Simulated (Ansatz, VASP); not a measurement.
## AlCo: VASP beside Ansatz

INCAR

```
ALGO = Fast
EDIFF = 1E-7
ENCUT = 520
GGA = PE
ISIF = 2
ISMEAR = 0
LASPH = True
LCHARG = False
LREAL = False
LWAVE = False
NBANDS = 13
NELM = 60
PREC = Accurate
SIGMA = 0.15
```

File KPOINTS:

```
k-points
0
Gamma
  22 22 22
```

The input POSCAR:

```
AlCo
1.0
    3.0016272859      0.0000000000      0.0000000000
    0.0000000000      3.0016272859      0.0000000000
    0.0000000000      0.0000000000      2.8519024094
Al Co
1 1
Direct
    0.0000000000      0.0000000000      0.0000000000
    0.5000000000      0.5000000000      0.5000000000
```

Input for Ansatz:

```yaml
crystal:
  lattice:
    - [3.0016272859, 0.0, 0.0]
    - [0.0, 3.0016272859, 0.0]
    - [0.0, 0.0, 2.8519024094]
  atoms:
    - { symbol: Al, position: [0.0, 0.0, 0.0] }
    - { symbol: Co, position: [0.5, 0.5, 0.5] }
basis:
  ecutwfc: 420
kpoints:
  mp_grid: { grid: [22, 22, 22] }
hamiltonian:
  xc: pbe
scf:
  occupations: { method: gaussian, width: 0.15 }
output:
  forces: true
  stress: true
  eigenvalues: true
```

Change from the starting cell: strain +0.0525 x Voigt [1, 1, 0, 0, 0, 0], atoms carried along.

Alike in both runs: task single point; functional PBE; k mesh 22 × 22 × 22; occupations gaussian, width 0.15 eV; no spin polarisation.

|  | VASP | Ansatz |
| --- | --- | --- |
| version | VASP 6.6.1 | Ansatz 0.2.0 |
| potentials or method | VASP PAW PBE potentials, release 64 (Al, Co), cutoff 520 eV | scalar-relativistic, plane waves, PAW |
| valence electrons in the cell | 12 | 20 |

|  | VASP | Ansatz | Ansatz less VASP |
| --- | --- | --- | --- |
| gap on the k mesh at the Fermi level (eV) | none | none | - |
| pressure (GPa) | -14.5 | -14.4 | +0.08 |
| traceless stress, the component that is largest in VASP (GPa) | 4.77 | 4.78 | +0.006 |

A gap of «none» marks a metal or a gap that the smearing closes. With one functional, cell and mesh, what is left measures potentials, basis and numerics. VASP's potentials hold 12 valence electrons a cell and Ansatz's 20, so a difference there can come from the potentials and not from the codes.
